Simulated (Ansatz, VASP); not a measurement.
K in VASP and in Ansatz

INCAR

```
AGGAC    = 1.0          
AGGAX    = 1.0          
ALDAC    = 0.0          
ALDAX    = 1.0          
ALGO     = Normal         # electronic algorithm
EDIFF    = 1E-7           # SCF threshold, eV
EDIFFG   = -0.01          # ionic threshold
ENCUT    = 600            # plane-wave cutoff, eV
GGA      = B5             # functional
IBRION   = 2              # ionic algorithm
ISIF     = 3              # what is computed and relaxed
ISMEAR   = -1             # smearing method
LASPH    = T              # aspherical terms in the spheres
LCHARG   = F              # write CHGCAR
LREAL    = F              # projectors in reciprocal space
LWAVE    = F              # write WAVECAR
NELM     = 80             # most SCF steps
NSW      = 80             # ionic steps
PREC     = Accurate       # precision mode
SIGMA    = 0.1            # smearing width, eV
```

Contents of KPOINTS:

```
k-points
0
Gamma
  8 8 8
```

Contents of POSCAR:

```
K
1.0
    0.0000000000      3.2915437429      3.2915437429
    3.2915437429      0.0000000000      3.2915437429
    3.2915437429      3.2915437429      0.0000000000
K
1
Direct
    0.0000000000      0.0000000000      0.0000000000
```

Input for Ansatz:

```yaml
crystal:
  lattice:
    - [0.0, 3.2915437429, 3.2915437429]
    - [3.2915437429, 0.0, 3.2915437429]
    - [3.2915437429, 3.2915437429, 0.0]
  atoms:
    - { symbol: K, position: [0.0, 0.0, 0.0] }
hamiltonian:
  xc: blyp
  pseudopotentials:
    kind: paw
    azcp:
      K: "pseudopotentials/K.paw.azcp"
basis:
  ecutwfc: 420
  fft_grid_basis: typed
kpoints:
  mp_grid: { grid: [8, 8, 8], shift: [0, 0, 0] }
magnetization:
  spin_polarized: false
scf:
  occupations: { method: fermi_dirac, width: 0.1 }
relax:
  max_steps: 60
  f_tol: 0.01
  cell: {}
```

Alike in both runs: task relaxation of cell and atoms; functional BLYP; k mesh 8 × 8 × 8; occupations fermi-dirac, width 0.1 eV; no spin polarisation.

```csv
,VASP,Ansatz
version,VASP 6.6.1,Ansatz 0.2.0
potentials or method,"VASP PAW PBE potentials, release 64 (K_sv), cutoff 600 eV","plane waves (420 eV) with PAW, scalar-relativistic"
valence electrons in the cell,9,9
```

|  | VASP | Ansatz | Ansatz less VASP |
| --- | --- | --- | --- |
| relaxed volume (Å³/atom) | 76.26 | 75.93 | -0.326 |
| relaxed cell length with the largest relative difference (Å) | 4.760 | 4.753 | -0.0068 |

VASP's potentials were made for PBE, not for BLYP.
